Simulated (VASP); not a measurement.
Wanted: the native input for a VASP 6.6.1 run.

* Task: relaxation of cell and atoms
* Functional: PBE
* Potentials or basis: VASP PAW PBE potentials, release 64 (Sr_sv, O)
* Cutoff: 600 eV
* k mesh: 2 × 2 × 2
* Occupations: gaussian, width 0.1 eV
* Spin: no spin polarisation
* Dipole correction: no
* Further INCAR settings: ALGO = Normal; EDIFF = 1e-06; IBRION = 2; EDIFFG = -0.025; NSW = 80; ISIF = 3

The structure of Sr4O3 lies in POSCAR:

```
Sr4O3
1.0
    5.6932898212     -0.0912912245     -0.1236742870
   -0.0912912245      5.6810965262     -0.0247803794
   -0.1236742870     -0.0247803794      5.5858693899
Sr O
4 3
Direct
    0.7727991546      0.7611152365      0.7465371004
    0.2156039485      0.2109048264      0.7708630424
    0.2378955476      0.7572181851      0.2412845898
    0.7541062450      0.2872478799      0.2413276497
   -0.0038969991      0.0204624008      0.4837741856
    0.5308232754     -0.0302647243      0.9901719263
    0.9926688279      0.4933161956      1.0260415058
```

The input as run:

INCAR

```
SYSTEM = Sr4O3
PREC = Accurate
ENCUT = 600
EDIFF = 1E-6
ISMEAR = 0
SIGMA = 0.1
LREAL = .False.
LASPH = .True.
NELM = 60
ALGO = Normal
ISIF = 3
LWAVE = .False.
LCHARG = .False.
GGA = PE
IBRION = 2
NSW = 80
EDIFFG = -0.025
```

KPOINTS

```
Automatic mesh
0
Gamma
  2 2 2
  0 0 0
```

Potentials or basis: VASP PAW PBE potentials, release 64 (Sr_sv, O).

Run with:

```sh
$ cat potpaw_PBE.64/Sr_sv/POTCAR potpaw_PBE.64/O/POTCAR > POTCAR
$ mpirun -np 1 vasp_std > vasp.out
```

Results of the run:

```yaml
Relaxed_volume: 26.81 Å³/atom
Relaxed_cell: a = 5.726 Å, b = 5.722 Å, c = 5.727 Å, α = 89.99°, β = 89.92°, γ = 89.98°
Space_group_after_relaxing_to_0.05_Å: P-43m (No. 215)
Energy_gained_by_relaxing: 98.4 meV/atom
Ionic_steps: 14
Pressure_after_relaxing: 0.0 GPa
Largest_force_after_relaxing: 0.021 eV/Å
Band_gap_on_the_k_mesh: 0.41 eV, indirect (least direct gap 0.72 eV)
```

Caveat: the k points lie up to 0.55 Å⁻¹ apart in the final cell.

Wall time 8.8 min on 1 thread of Intel Xeon 6975P-C, on a shared host, peak memory 0.37 GiB.
